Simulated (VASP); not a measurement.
# AlN (Fm-3m) in VASP: G0W0 quasiparticle levels with PBE

Aim: the G0W0 quasiparticle levels of AlN with PBE.

All numbers are computed with VASP 6.6.1; they aren't measurements. Logs are shortened: lines on timing, memory, paths and dates and some standing lists are left out, and cuts for length are marked.

## Step 1: The cell of the first run

Symmetry: Fm-3m, No. 225, cubic system. The conventional cell has a = 4.038 Å, b = 4.038 Å, c = 4.038 Å, α = 90.00°, β = 90.00°, γ = 90.00°. Within 2.7 Å of Al (site symmetry m-3m) lie 6 N at 2.02 Å. Within 2.7 Å of N (site symmetry m-3m) lie 6 Al at 2.02 Å.

## Step 2: G0W0 quasiparticle levels, PBE

POSCAR reads:

```
AlN
1.0
    0.0000000000      2.0188684697      2.0188684697
    2.0188684697      0.0000000000      2.0188684697
    2.0188684697      2.0188684697      0.0000000000
Al N
1 1
Direct
    0.0000000000      0.0000000000      0.0000000000
    0.5000000000      0.5000000000      0.5000000000
```

INCAR.step1 reads:

```
SYSTEM = AlN
PREC = Accurate ; ENCUT = 500
EDIFF = 1E-8 ; ISMEAR = 0
SIGMA = 0.01 ; LREAL = .FALSE.
LASPH = .TRUE. ; NELM = 80
ALGO = Normal ; LWAVE = .TRUE.
LCHARG = .FALSE. ; GGA = PE
```

INCAR.step2 reads:

```
SYSTEM = AlN
PREC = Accurate ; ENCUT = 500
EDIFF = 1E-8 ; ISMEAR = 0
SIGMA = 0.01 ; LREAL = .FALSE.
LASPH = .TRUE. ; NELM = 1
ALGO = Exact ; LWAVE = .TRUE.
LCHARG = .FALSE. ; GGA = PE
NBANDS = 72 ; LOPTICS = .TRUE.
ISTART = 1
```

INCAR.step3 reads:

```
SYSTEM = AlN
PREC = Accurate ; ENCUT = 500
EDIFF = 1E-8 ; ISMEAR = 0
SIGMA = 0.01 ; LREAL = .FALSE.
LASPH = .TRUE. ; ALGO = EVGW0
LWAVE = .FALSE. ; LCHARG = .FALSE.
GGA = PE ; NELMGW = 1
NBANDS = 72 ; ENCUTGW = 150.0
NOMEGA = 48 ; PRECFOCK = Fast
ISTART = 1 ; NBANDSGW = 12
```

KPOINTS reads:

```
regular mesh
0
G
  6 6 6
  0 0 0
```

Potentials or basis: VASP PAW PBE potentials, release 64 (Al_GW, N_GW).

Command:

```
$ cat potpaw_PBE.64/Al_GW/POTCAR potpaw_PBE.64/N_GW/POTCAR > POTCAR
$ cp INCAR.step1 INCAR
$ mpirun -np 1 vasp_std > vasp.out
$ cp INCAR.step2 INCAR
$ mpirun -np 1 vasp_std > vasp.out
$ cp INCAR.step3 INCAR
$ mpirun -np 1 vasp_std > vasp.out
```

OUTCAR:

```text
SYSTEM = AlN
   PREC = Accurate
   ENCUT = 500
   EDIFF = 1E-8
   ISMEAR = 0
   LREAL = .FALSE.
   LASPH = .TRUE.
   GGA = PE
   NELMGW = 1
   ENCUTGW = 150.0
   PRECFOCK = Fast
   ISTART = 1

 ion  position               nearest neighbor table
   1  0.000  0.000  0.000-   2 2.02   2 2.02   2 2.02   2 2.02   2 2.02   2 2.02
   2  0.500  0.500  0.500-   1 2.02   1 2.02   1 2.02   1 2.02   1 2.02   1 2.02

  LATTYP: Found a face centered cubic cell.
 ALAT       =     4.0377369394

  Lattice vectors:

 A1 = (   0.0000000000,   2.0188684697,   2.0188684697)
 A2 = (   2.0188684697,   0.0000000000,   2.0188684697)
 A3 = (   2.0188684697,   2.0188684697,   0.0000000000)

Analysis of symmetry for initial positions (statically):
=====================================================================
 Subroutine PRICEL returns:
 Original cell was already a primitive cell.

 Routine SETGRP: Setting up the symmetry group for a
 face centered cubic supercell.

 Subroutine GETGRP returns: Found 48 space group operations
 (whereof 48 operations were pure point group operations)
 out of a pool of 48 trial point group operations.

The static configuration has the point symmetry O_h .

Analysis of symmetry for dynamics (positions and initial velocities):
=====================================================================
 Subroutine PRICEL returns:
 Original cell was already a primitive cell.

 Routine SETGRP: Setting up the symmetry group for a
 face centered cubic supercell.

 Subroutine GETGRP returns: Found 48 space group operations
 (whereof 48 operations were pure point group operations)
 out of a pool of 48 trial point group operations.

The dynamic configuration has the point symmetry O_h .

 Subroutine INISYM returns: Found 48 space group operations
 (whereof 48 operations are pure point group operations),
 and found     1 'primitive' translations

----------------------------------------------------------------------------------------

                                     Primitive cell

  volume of cell :      16.4571

  direct lattice vectors                    reciprocal lattice vectors
     0.000000000  2.018868470  2.018868470    -0.247663485  0.247663485  0.247663485
     2.018868470  0.000000000  2.018868470     0.247663485 -0.247663485  0.247663485
     2.018868470  2.018868470  0.000000000     0.247663485  0.247663485 -0.247663485

  length of vectors
     2.855111170  2.855111170  2.855111170     0.428965738  0.428965738  0.428965738

  position of ions in fractional coordinates (direct lattice)
     0.000000000  0.000000000  0.000000000
     0.500000000  0.500000000  0.500000000

  ion indices of the primitive-cell ions
   primitive index   ion index
                 1           1
                 2           2

----------------------------------------------------------------------------------------

 KPOINTS: regular mesh

Automatic generation of k-mesh.
 Grid dimensions read from file:
 generate k-points for:    6    6    6

 Generating k-lattice:

  Cartesian coordinates                     Fractional coordinates (reciprocal lattice)
    -0.041277247  0.041277247  0.041277247     0.166666667  0.000000000  0.000000000
     0.041277247 -0.041277247  0.041277247     0.000000000  0.166666667  0.000000000
     0.041277247  0.041277247 -0.041277247     0.000000000  0.000000000  0.166666667

  Length of vectors
     0.071494290  0.071494290  0.071494290

  Shift w.r.t. Gamma in fractional coordinates (k-lattice)
     0.000000000  0.000000000  0.000000000

 Subroutine IBZKPT returns following result:
 ===========================================

 Found     16 irreducible k-points:

 Following reciprocal coordinates:
            Coordinates               Weight
  0.000000  0.000000  0.000000      1.000000
  0.166667  0.000000  0.000000      8.000000
  0.333333  0.000000  0.000000      8.000000
  0.500000  0.000000  0.000000      4.000000
  0.166667  0.166667  0.000000      6.000000
  0.333333  0.166667  0.000000     24.000000
[... 8 lines left out ...]
 -0.333333  0.333333  0.166667     24.000000
 -0.333333  0.500000  0.166667     12.000000
   k-points           NKPTS =     16   k-points in BZ     NKDIM =    216   number of bands    NBANDS=     72
   number of dos      NEDOS =    301   number of ions     NIONS =      2
   total plane-waves  NPLWV =  13824
   dimension x,y,z NGX =    24 NGY =   24 NGZ =   24
   dimension x,y,z NGXF=    48 NGYF=   48 NGZF=   48
   ions per type =               1   1
   NGX,Y,Z   is equivalent  to a cutoff of  13.97, 13.97, 13.97 a.u.
   NGXF,Y,Z  is equivalent  to a cutoff of  27.95, 27.95, 27.95 a.u.
 SYSTEM =  AlN
   PREC   = accura    normal or accurate (medium, high low for compatibility)
   ISTART =      1    job   : 0-new  1-cont  2-samecut
   ICHARG =      0    charge: 1-file 2-atom 10-const
   ISPIN  =      1    spin polarized calculation?
   LNONCOLLINEAR =      F non collinear calculations
   LSORBIT =      F    spin-orbit coupling
   LASPH  =      T    aspherical Exc in radial PAW
   ENCUT  =  500.0 eV  36.75 Ry    6.06 a.u.   5.21  5.21  5.21*2*pi/ulx,y,z
   NELM   =     60;   NELMIN=  2; NELMDL=  0     # of ELM steps
   EDIFF  = 0.1E-07   stopping-criterion for ELM
   LREAL  =      F    real-space projection
   EDIFFG = 0.1E-06   stopping-criterion for IOM
   NSW    =      0    number of steps for IOM
   IBRION =     -1    ionic relax: 0-MD 1-quasi-New 2-CG
   NFREE  =      0    steps in history (QN), initial steepest desc. (CG)
   ISIF   =      0    stress and relaxation
   ISYM   =      3    0-nonsym 1-usesym 2-fastsym
   POTIM  = 0.5000    time-step for ionic-motion
   TEBEG  =    0.0;   TEEND  =   0.0 temperature during run
   PSTRESS=    0.0 pullay stress
   NELECT =       8.0000    total number of electrons
   NUPDOWN=      -1.0000    fix difference up-down
   EMIN   =  10.00;   EMAX   =-10.00  energy-range for DOS
   EFERMI =   0.00;   METHOD = LEGACY
   ISMEAR =     0;   SIGMA  =   0.01  broadening in eV -4-tet -1-fermi 0-gaus
   EFERMI_NEDOS =   21; number of points for ismear=-14 and -15
   IALGO  =     38    algorithm
   IMIX   =      4    mixing-type and parameters
     AMIX     =   0.40;   BMIX     =  1.00
     AMIX_MAG =   1.60;   BMIX_MAG =  1.00
  volume/ion in A,a.u.               =       8.23        55.53
  Fermi-wavevector in a.u.,A,eV,Ry     =   1.287222  2.432497 22.544045  1.656941
  Thomas-Fermi vector in A             =   2.419249
   LORBIT       =      0    0 simple, 1 ext, 2 COOP (PROOUT), +10 PAW based schemes
   GGA     = PE    functional components
   LHFCALC =     T    Hartree Fock is set to
   PRECFOCK=fast      Normal, Fast or Accurate (Low or Medium for compatibility)
   ENCUT4O =  -1.0   cutoff for four orbital integrals eV
   NKREDX  =     1    reduce k-point grid by
   NKREDY  =     1    reduce k-point grid by
   NKREDZ  =     1    reduce k-point grid by
   AEXX    =    1.0000 exact exchange contribution
   HFSCREEN=    0.0000 screening length (either q_TF or 0.3 A-1)
   HFSCREENC=   0.0000 screening length for correlation (either q_TF or 0.3 A-1)
   ENCUTFOCK=  -1.0 apply spherical cutoff to Coloumb kernel
   IVDW    =     0    specifies the selected vdW correction
   LEPSILON=     F    determine dielectric tensor
   LRPA    =     F    only Hartree local field effects (RPA)
   LRPAFORCE           =     F    calculate RPA forces
   ENCUTGW             = 150.0    cutoff for response function in eV
   ENCUTGWSOFT         = 120.0    soft cutoff for Coulomb kernel in GW response function in eV
   ENCUTLF             =  -1.0    cutoff for local field effects
   NELMGW              =     1    number of iterations in solving QP/BSE equation
   NELMHF              =     1    number of iterations in the inner HF iteration
   NKREDLFX            =     1    NKREDLFY  =   1   NKREDLFZ  =   1
 non-spin polarized calculation
 Gauss-broadening in eV      SIGMA  =   0.01
  energy-cutoff  :      500.00
  volume of cell :       16.46
 maximum number of plane-waves:       444
 NGX is ok and might be reduce to    24
  NGX = 14; NGY = 14; NGZ = 14
   NGX = 11   NGY = 11   NGZ = 11
 maximum number of plane-waves:        73
 NGX is ok and might be reduce to    14

 QP shifts <psi_nk| G(iteration)W_0 |psi_nk>: iteration 1
 for sc-GW calculations column KS-energies equals QP-energies in previous step
 and V_xc(KS)=  KS-energies - (<T + V_ion + V_H > + <T+V_H+V_ion>^1  + <V_x>^1)

 k-point   1 :       0.0000    0.0000    0.0000
  band No.  KS-energies  QP-energies   sigma(KS)   V_xc(KS)     V^pw_x(r,r')   Z            occupation Imag(sigma)

      1      -8.8691     -10.4982     -16.8542     -14.6658     -24.9251       0.7445       2.0000       1.4102
      2       8.7227       8.0116     -18.3065     -17.4146     -21.1082       0.7973       2.0000       0.0846
      3       8.7227       8.0116     -18.3065     -17.4146     -21.1082       0.7973       2.0000       0.0846
      4       8.7227       8.0116     -18.3065     -17.4146     -21.1082       0.7973       2.0000       0.0846
      5      14.4637      15.5189     -13.3813     -14.6820      -8.9847       0.8112       0.0000      -0.0804
      6      20.8945      21.7506      -9.6965     -10.7377      -4.5459       0.8222       0.0000      -0.1160
      7      20.8945      21.7506      -9.6965     -10.7377      -4.5459       0.8222       0.0000      -0.1160
      8      20.8945      21.7506      -9.6965     -10.7377      -4.5459       0.8222       0.0000      -0.1160
      9      26.0365      26.3500      -9.2022      -9.6091      -2.6711       0.7705       0.0000      -0.3771
     10      26.5236      27.6497     -10.1859     -11.5830      -4.5080       0.8061       0.0000      -0.2267
     11      26.5236      27.6497     -10.1859     -11.5830      -4.5080       0.8061       0.0000      -0.2267
     12      27.6588      28.6276      -9.9517     -11.2191      -2.8880       0.7645       0.0000      -0.4643

 k-point   2 :       0.1667    0.0000    0.0000
  band No.  KS-energies  QP-energies   sigma(KS)   V_xc(KS)     V^pw_x(r,r')   Z            occupation Imag(sigma)

      1      -8.3050      -9.8942     -16.9423     -14.8279     -24.9390       0.7516       2.0000       1.3661
      2       6.3257       5.3868     -17.1924     -16.0006     -20.3624       0.7877       2.0000       0.0996
      3       8.4120       7.6622     -18.1305     -17.1894     -20.9801       0.7967       2.0000       0.0857
      4       8.4120       7.6622     -18.1305     -17.1894     -20.9801       0.7967       2.0000       0.0857
      5      15.6178      16.6899     -13.0936     -14.4193      -8.5198       0.8087       0.0000      -0.0860
      6      19.4883      20.4481     -10.9973     -12.1791      -5.8373       0.8121       0.0000      -0.1147
      7      21.4366      22.3587      -9.9413     -11.0742      -4.6369       0.8139       0.0000      -0.1286
      8      21.4366      22.3587      -9.9413     -11.0742      -4.6369       0.8139       0.0000      -0.1286
      9      24.3111      25.3365      -9.7841     -11.0660      -3.9760       0.8000       0.0000      -0.2105
     10      24.3111      25.3365      -9.7841     -11.0660      -3.9760       0.8000       0.0000      -0.2105
     11      26.6270      27.4994      -9.6691     -10.7972      -2.8647       0.7733       0.0000      -0.4233
     12      30.8150      31.3194      -9.4173     -10.0465      -2.5278       0.8016       0.0000      -0.7826
[... 196 lines left out ...]
      1      -4.7917      -6.1237     -18.5231     -16.7503     -26.1257       0.7513       2.0000       0.9704
      2       1.9078       0.6590     -15.2237     -13.5767     -19.3386       0.7582       2.0000       0.1682
      3       3.9733       2.8074     -15.9957     -14.4956     -19.6272       0.7773       2.0000       0.1248
      4       6.0181       5.0251     -16.6589     -15.4012     -19.8066       0.7895       2.0000       0.0980
      5      16.9229      17.9995     -11.1555     -12.4735      -6.4274       0.8169       0.0000      -0.0905
      6      18.1090      19.1433     -11.8723     -13.1518      -6.8665       0.8085       0.0000      -0.1053
      7      20.3500      21.6222     -12.9420     -14.5590      -7.3569       0.7868       0.0000      -0.1346
      8      21.9058      23.0714     -11.1050     -12.5828      -5.3018       0.7888       0.0000      -0.1627
      9      26.8041      27.7057     -10.2390     -11.3866      -3.6726       0.7856       0.0000      -0.4022
     10      27.9595      28.9904     -10.7284     -12.0655      -3.7429       0.7710       0.0000      -0.4816
     11      33.5623      34.4480      -9.2441     -10.3616      -2.1076       0.7926       0.0000      -0.8579
     12      35.2169      36.5459     -11.2859     -12.9519      -3.9901       0.7977       0.0000      -0.9874

 k-point  16 :      -0.3333    0.5000    0.1667
  band No.  KS-energies  QP-energies   sigma(KS)   V_xc(KS)     V^pw_x(r,r')   Z            occupation Imag(sigma)

      1      -4.4834      -5.7899     -18.7415     -17.0052     -26.3247       0.7524       2.0000       0.9419
      2       2.0748       0.8027     -15.3759     -13.7031     -19.4923       0.7605       2.0000       0.1619
      3       4.1688       3.0080     -15.9309     -14.4419     -19.4630       0.7797       2.0000       0.1197
      4       5.0491       3.9952     -16.1285     -14.7866     -19.4082       0.7854       2.0000       0.1083
      5      15.7068      16.7650     -11.3908     -12.6825      -6.8899       0.8192       0.0000      -0.0818
      6      17.0451      17.9082     -11.1050     -12.1569      -6.3983       0.8204       0.0000      -0.0934
      7      21.4075      22.7362     -13.3380     -15.0557      -7.4128       0.7735       0.0000      -0.1577
      8      22.4297      23.5761     -11.0733     -12.5371      -5.0781       0.7831       0.0000      -0.1863
      9      26.7911      27.9745     -11.7680     -13.3259      -4.6715       0.7596       0.0000      -0.4230
     10      30.3664      31.2855     -10.1375     -11.3111      -3.1182       0.7831       0.0000      -0.6327
     11      33.6183      34.9055     -11.0326     -12.6291      -4.0974       0.8063       0.0000      -0.8186
     12      36.3329      37.7317     -11.6135     -13.3977      -3.9150       0.7840       0.0000      -1.1162
```

Wall time 4.8 min (1 thread of AMD EPYC 7R43 (Zen 3), shared host); peak memory 0.27 GiB.

Results:

```
Quasiparticle gap                                   : 6.24 eV
Least direct quasiparticle gap                      : 7.51 eV
Band gap of the starting levels on the mesh         : 4.65 eV
Least direct gap of the starting levels on the mesh : 5.74 eV
```

Caveat: the k points lie up to 0.45 Å⁻¹ apart; bands, screening cutoff and mesh are small and nothing is extrapolated, so the quasiparticle values aren't converged; the structure was generated, so it needn't be the stable form of AlN.
